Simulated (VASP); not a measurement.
# Ru in VASP: further runs

The runs below take Ru through single point, relaxation of cell and atoms, with PBE.

Program: VASP 6.6.1. These are calculated values, not measurements. Logs are shortened: lines on timing, memory, paths and dates and some standing lists are left out, and cuts for length are marked.

## (1) The cell of the first run

It takes space group P6_3mc (No. 186, hexagonal). The conventional cell has a = 2.917 Å, b = 2.917 Å, c = 8.018 Å, α = 90.00°, β = 90.00°, γ = 120.00°. Ru (site symmetry 3m) has 3 Ru at 1.68 Å within 2.2 Å. Within 2.2 Å of Ru (site symmetry 3m) lie 3 Ru at 1.68 Å.

## (2) Single point, PBE

INCAR reads:

```
SYSTEM = Ru
ALGO     = Normal         ! electronic algorithm
EDIFF    = 1E-6           ! SCF threshold, eV
ENCUT    = 560            ! plane-wave cutoff, eV
GGA      = PE             ! functional
GGA_COMPAT= .False.      
ISIF     = 2              ! what is computed and relaxed
ISMEAR   = 0              ! smearing method
LASPH    = .True.         ! aspherical terms in the spheres
LCHARG   = .False.        ! write CHGCAR
LREAL    = .False.        ! projectors in reciprocal space
LWAVE    = .False.        ! write WAVECAR
NBANDS   = 40             ! bands
NELM     = 120            ! most SCF steps
PREC     = Accurate       ! precision mode
SIGMA    = 0.1            ! smearing width, eV
```

KPOINTS reads:

```
k-points
0
Gamma
  9 9 2
  0 0 0
```

POSCAR reads:

```
Ru
1.0
    2.9165352059      0.0000000000      0.0000000000
   -1.4582676030      2.5257935793      0.0000000000
    0.0000000000      0.0000000000      8.0175237190
Ru
4
Direct
    0.0000000000      0.0000000000      0.0000000000
    0.0000000000      0.0000000000      0.5000000000
    0.3333333333      0.6666666667      0.0050000000
    0.6666666667      0.3333333333      0.5050000000
```

Potentials or basis: VASP PAW PBE potentials, release 64 (Ru_sv).

On the command line:

```bash
$ cat potpaw_PBE.64/Ru_sv/POTCAR > POTCAR
$ mpirun -np 1 vasp_std > vasp.out
```

OUTCAR:

```text
SYSTEM = Ru
   EDIFF = 1E-6
   ENCUT = 560
   GGA = PE
   ISIF = 2
   ISMEAR = 0
   LASPH = .True.
   LREAL = .False.
   NELM = 120
   PREC = Accurate

 ion  position               nearest neighbor table
   1  0.000  0.000  0.000-   3 1.68   3 1.68   3 1.68
   2  0.000  0.000  0.500-   4 1.68   4 1.68   4 1.68
   3  0.333  0.667  0.005-   1 1.68   1 1.68   1 1.68
   4  0.667  0.333  0.505-   2 1.68   2 1.68   2 1.68

  LATTYP: Found a hexagonal cell.
 ALAT       =     2.9165352059
 C/A-ratio  =     2.7489891782

  Lattice vectors:

 A1 = (   2.9165352059,   0.0000000000,   0.0000000000)
 A2 = (  -1.4582676030,   2.5257935793,   0.0000000000)
 A3 = (   0.0000000000,   0.0000000000,   8.0175237190)

Analysis of symmetry for initial positions (statically):
=====================================================================
 Subroutine PRICEL returns:
 Original cell was already a primitive cell.

 Routine SETGRP: Setting up the symmetry group for a
 hexagonal supercell.

 Subroutine GETGRP returns: Found 12 space group operations
 (whereof  6 operations were pure point group operations)
 out of a pool of 24 trial point group operations.

The static configuration has the point symmetry C_3v.
 The point group associated with its full space group is C_6v.

Analysis of symmetry for dynamics (positions and initial velocities):
=====================================================================
 Subroutine PRICEL returns:
 Original cell was already a primitive cell.

 Routine SETGRP: Setting up the symmetry group for a
 hexagonal supercell.

 Subroutine GETGRP returns: Found 12 space group operations
 (whereof  6 operations were pure point group operations)
 out of a pool of 24 trial point group operations.

The dynamic configuration has the point symmetry C_3v.
 The point group associated with its full space group is C_6v.

 Subroutine INISYM returns: Found 12 space group operations
 (whereof  6 operations are pure point group operations),
 and found     1 'primitive' translations

----------------------------------------------------------------------------------------

                                     Primitive cell

  volume of cell :      59.0616

  direct lattice vectors                    reciprocal lattice vectors
     2.916535206  0.000000000  0.000000000     0.342872597  0.197957586  0.000000000
    -1.458267603  2.525793579  0.000000000     0.000000000  0.395915172  0.000000000
     0.000000000  0.000000000  8.017523719     0.000000000  0.000000000  0.124726790

  length of vectors
     2.916535206  2.916535206  8.017523719     0.395915172  0.395915172  0.124726790

  position of ions in fractional coordinates (direct lattice)
     0.000000000  0.000000000  0.000000000
     0.000000000  0.000000000  0.500000000
     0.333333333  0.666666667  0.005000000
     0.666666667  0.333333333  0.505000000

  ion indices of the primitive-cell ions
   primitive index   ion index
                 1           1
                 2           2
                 3           3
                 4           4

----------------------------------------------------------------------------------------

 KPOINTS: k-points

Automatic generation of k-mesh.
 Grid dimensions read from file:
 generate k-points for:    9    9    2

 Generating k-lattice:

  Cartesian coordinates                     Fractional coordinates (reciprocal lattice)
     0.038096955  0.021995287  0.000000000     0.111111111  0.000000000  0.000000000
     0.000000000  0.043990575  0.000000000     0.000000000  0.111111111  0.000000000
     0.000000000  0.000000000  0.062363395     0.000000000  0.000000000  0.500000000

  Length of vectors
     0.043990575  0.043990575  0.062363395

  Shift w.r.t. Gamma in fractional coordinates (k-lattice)
     0.000000000  0.000000000  0.000000000

 Subroutine IBZKPT returns following result:
 ===========================================

 Found     24 irreducible k-points:

 Following reciprocal coordinates:
            Coordinates               Weight
  0.000000  0.000000  0.000000      1.000000
  0.111111  0.000000  0.000000      6.000000
  0.222222 -0.000000  0.000000      6.000000
  0.333333  0.000000  0.000000      6.000000
  0.444444 -0.000000  0.000000      6.000000
  0.111111  0.111111  0.000000      6.000000
[... 16 lines left out ...]
  0.333333  0.222222  0.500000     12.000000
  0.333333  0.333333  0.500000      2.000000
   k-points           NKPTS =     24   k-points in BZ     NKDIM =     24   number of bands    NBANDS=     40
   number of dos      NEDOS =    301   number of ions     NIONS =      4
   total plane-waves  NPLWV =  36864
   dimension x,y,z NGX =    24 NGY =   24 NGZ =   64
   dimension x,y,z NGXF=    48 NGYF=   48 NGZF=  128
   ions per type =               4
   NGX,Y,Z   is equivalent  to a cutoff of  13.68, 13.68, 13.27 a.u.
   NGXF,Y,Z  is equivalent  to a cutoff of  27.36, 27.36, 26.54 a.u.
 SYSTEM =  Ru
   PREC   = accura    normal or accurate (medium, high low for compatibility)
   ISTART =      0    job   : 0-new  1-cont  2-samecut
   ICHARG =      2    charge: 1-file 2-atom 10-const
   ISPIN  =      1    spin polarized calculation?
   LNONCOLLINEAR =      F non collinear calculations
   LSORBIT =      F    spin-orbit coupling
   LASPH  =      T    aspherical Exc in radial PAW
   ENCUT  =  560.0 eV  41.16 Ry    6.42 a.u.   5.63  5.63 15.47*2*pi/ulx,y,z
   NELM   =    120;   NELMIN=  2; NELMDL= -5     # of ELM steps
   EDIFF  = 0.1E-05   stopping-criterion for ELM
   LREAL  =      F    real-space projection
   EDIFFG = 0.1E-04   stopping-criterion for IOM
   NSW    =      0    number of steps for IOM
   IBRION =     -1    ionic relax: 0-MD 1-quasi-New 2-CG
   NFREE  =      0    steps in history (QN), initial steepest desc. (CG)
   ISIF   =      2    stress and relaxation
   ISYM   =      2    0-nonsym 1-usesym 2-fastsym
   POTIM  = 0.5000    time-step for ionic-motion
   TEBEG  =    0.0;   TEEND  =   0.0 temperature during run
   PSTRESS=    0.0 pullay stress
   NELECT =      64.0000    total number of electrons
   NUPDOWN=      -1.0000    fix difference up-down
   EMIN   =  10.00;   EMAX   =-10.00  energy-range for DOS
   EFERMI =   0.00;   METHOD = LEGACY
   ISMEAR =     0;   SIGMA  =   0.10  broadening in eV -4-tet -1-fermi 0-gaus
   EFERMI_NEDOS =   21; number of points for ismear=-14 and -15
   IALGO  =     38    algorithm
   IMIX   =      4    mixing-type and parameters
     AMIX     =   0.40;   BMIX     =  1.00
     AMIX_MAG =   1.60;   BMIX_MAG =  1.00
  volume/ion in A,a.u.               =      14.77        99.64
  Fermi-wavevector in a.u.,A,eV,Ry     =   1.681511  3.177595 38.470190  2.827479
  Thomas-Fermi vector in A             =   2.765055
   LORBIT       =      0    0 simple, 1 ext, 2 COOP (PROOUT), +10 PAW based schemes
   GGA     = PE    functional components
   LHFCALC =     F    Hartree Fock is set to
   AEXX    =    0.0000 exact exchange contribution
   IVDW    =     0    specifies the selected vdW correction
   LEPSILON=     F    determine dielectric tensor
   LRPA    =     F    only Hartree local field effects (RPA)
 non-spin polarized calculation
 Gauss-broadening in eV      SIGMA  =   0.10
  energy-cutoff  :      560.00
  volume of cell :       59.06
 maximum number of plane-waves:      1801
 NGX is ok and might be reduce to    24
   NGX = 11   NGY = 11   NGZ = 31

 number of electron      64.0000011 magnetization

 Free energy of the ion-electron system (eV)
  ---------------------------------------------------
  ext. energy  EPLUGINS =         0.00000000
  ---------------------------------------------------
  free energy    TOTEN  =        28.95970069 eV

  energy without entropy =       28.96922997  energy(sigma->0) =       28.96446533

 E-fermi :  14.5712     XC(G=0): -12.4886

 val. band max:       14.5364397864   @ k =   0.3333   0.1111   0.0000
 cond. band min:      14.6304851769   @ k =   0.1111   0.0000   0.0000
 fundamental gap:      0.0940453904
 Fermi energy:        14.5712184644

 k-point     1 :       0.0000    0.0000    0.0000
  band No.  band energies     occupation
      1     -65.7656      2.00000
      2     -65.7655      2.00000
      3     -58.0095      2.00000
      4     -58.0094      2.00000
      5     -38.6054      2.00000
      6     -38.6054      2.00000
[... 32 lines left out ...]
     39      17.3800      0.00000
     40      17.3909      0.00000

 k-point     2 :       0.1111    0.0000    0.0000
  band No.  band energies     occupation
      1     -65.6126      2.00000
      2     -65.6125      2.00000
      3     -58.3214      2.00000
      4     -58.3213      2.00000
      5     -38.7221      2.00000
      6     -38.7221      2.00000
[... 32 lines left out ...]
     39      17.1396      0.00000
     40      18.3778      0.00000

 k-point     3 :       0.2222   -0.0000    0.0000
  band No.  band energies     occupation
      1     -65.1700      2.00000
      2     -65.1699      2.00000
      3     -59.1442      2.00000
      4     -59.1442      2.00000
      5     -38.9991      2.00000
      6     -38.9990      2.00000
[... 32 lines left out ...]
     39      17.1894      0.00000
     40      20.6882      0.00000

 k-point     4 :       0.3333    0.0000    0.0000
  band No.  band energies     occupation
      1     -64.5040      2.00000
      2     -64.5039      2.00000
      3     -60.2101      2.00000
      4     -60.2101      2.00000
      5     -39.2871      2.00000
      6     -39.2870      2.00000
[... 32 lines left out ...]
     39      18.1107      0.00000
     40      22.5870      0.00000
[... 772 lines left out ...]
     39      22.0877      0.00000
     40      22.0877      0.00000

 k-point    23 :       0.3333    0.2222    0.5000
  band No.  band energies     occupation
      1     -63.3630      2.00000
      2     -63.3630      2.00000
      3     -61.6958      2.00000
      4     -61.6958      2.00000
      5     -39.8872      2.00000
      6     -39.8872      2.00000
[... 32 lines left out ...]
     39      21.7426      0.00000
     40      21.7426      0.00000

 k-point    24 :       0.3333    0.3333    0.5000
  band No.  band energies     occupation
      1     -62.5598      2.00000
      2     -62.5598      2.00000
      3     -62.5593      2.00000
      4     -62.5593      2.00000
      5     -40.0277      2.00000
      6     -40.0277      2.00000
[... 32 lines left out ...]
     39      20.4732      0.00000
     40      20.4732      0.00000

------------------------ aborting loop because EDIFF is reached ----------------------------------------

  FORCE on cell =-STRESS in cart. coord.  units (eV):
  Direction    XX          YY          ZZ          XY          YZ          ZX
  --------------------------------------------------------------------------------------
  -------------------------------------------------------------------------------------
  Total      245.6807713    245.6807713      0.2736477     -0.0000000     -0.0000000      0.0000000
  in kB     6664.6357397   6664.6357395      7.4233015     -0.0000001     -0.0000000      0.0000000
  external PRESSURE =    4445.5649269 kB  Pullay stress =       0.0000000 kB

 VOLUME and BASIS-vectors are now :
 -----------------------------------------------------------------------------
  energy-cutoff  :      560.00
  volume of cell :       59.06
      direct lattice vectors                 reciprocal lattice vectors
     2.916535206  0.000000000  0.000000000     0.342872597  0.197957586  0.000000000
    -1.458267603  2.525793579  0.000000000     0.000000000  0.395915172  0.000000000
     0.000000000  0.000000000  8.017523719     0.000000000  0.000000000  0.124726790

 POSITION                                       TOTAL-FORCE (eV/Angst)
 -----------------------------------------------------------------------------------
      0.00000      0.00000      0.00000         0.000000      0.000000     -4.954538
      0.00000      0.00000      4.00876        -0.000000      0.000000     -4.954538
     -0.00000      1.68386      0.04009         0.000000      0.000000      4.954538
      1.45827      0.84193      4.04885         0.000000     -0.000000      4.954538
 -----------------------------------------------------------------------------------
    total drift:                                0.000000      0.000000      0.000661

  FREE ENERGIE OF THE ION-ELECTRON SYSTEM (eV)
  ---------------------------------------------------
  free  energy   TOTEN  =        28.9597006879 eV

  energy  without entropy=       28.9692299718  energy(sigma->0) =       28.96446533
```

It took 33 s on 1 thread of AMD EPYC 9R45 (Zen 5), shared host; peak memory 0.16 GiB.

What came out:

- Free energy: 28.9597 eV
- Pressure: 444.6 GPa
- Largest force: 4.955 eV/Å
- Band gap on the k mesh: zero (bands 32 and 33 overlap by 3.21 eV)

Forces in eV/Å, atoms in the order of the input:
```
Ru   0.000  0.000 -4.955
Ru   0.000  0.000 -4.955
Ru   0.000  0.000  4.955
Ru   0.000  0.000  4.955
```

Levels at points of the mesh, in eV from the Fermi level:
```tsv
k point	band 28	band 29	band 30	band 31	band 32	band 33	band 34	band 35	band 36	band 37
(0.00, 0.00, 0.00)	-3.92	-3.21	-1.96	-1.96	-1.96	-1.96	-0.10	-0.10	-0.06	-0.06
(0.00, 0.00, 0.50)	-3.93	-1.96	-1.96	-1.96	-1.96	-0.64	-0.64	-0.08	-0.08	-0.08
```

Caveat: the k points lie up to 0.39 Å⁻¹ apart, too coarse for converged energies and pressures of a metal; atoms lie so close that the PAW spheres overlap strongly, which falsifies energies and pressures; forces of over 1 eV/Å act on the atoms, so gaps and moduli don't describe the material at rest.

[end of part 1 of 2]

The gap in the log of VASP goes by the Fermi energy; the results here count the filled bands.